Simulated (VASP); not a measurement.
# BN (Qingsongite): single point with PBE

The system is BN (Qingsongite).

```xyz
2
Lattice="0.0000 1.8280 1.7671 1.8280 0.0000 1.7671 1.8280 1.8280 0.0000" Properties=species:S:1:pos:R:3 pbc="T T T"
B     0.0000    0.0000    0.0000
N     0.9140    0.9140    0.8836
```

| Quantity | Value |
| --- | --- |
| Program | VASP 6.6.1 |
| Task | single point |
| Functional | PBE |
| Potentials or basis | VASP PAW PBE potentials, release 64 (B, N) |
| Cutoff | 600 eV |
| k mesh | 10 × 10 × 10 |
| Occupations | gaussian, width 0.05 eV |
| Spin | no spin polarisation |

```yaml
Pressure: 3.0 GPa
Band_gap_on_the_k_mesh: 3.87 eV, indirect (least direct gap 8.46 eV)
```

Stress tensor (GPa, compression positive):
```
-3.63  0.00  0.00
 0.00 -3.63  0.00
 0.00  0.00 16.24
```

Levels at points of the mesh, in eV from the valence-band top:
| k point | band 2 | band 3 | band 4 | band 5 | band 6 | band 7 |
| --- | --- | --- | --- | --- | --- | --- |
| (0.00, 0.00, 0.00) | -0.32 | -0.32 | 0.00 | 8.46 | 8.70 | 8.70 |
| (0.50, 0.00, 0.00) | -10.90 | -2.40 | -1.90 | 9.61 | 10.31 | 11.00 |
| (0.50, 0.50, 0.00) | -8.79 | -5.41 | -5.41 | 3.87 | 8.49 | 17.75 |
| (0.50, 0.00, 0.50) | -9.29 | -4.96 | -4.95 | 4.45 | 9.29 | 17.38 |

Run time: 18 s on 1 thread of Intel Xeon 8259CL (shared host), peak memory 0.13 GiB.

A k mesh can miss the band edges.
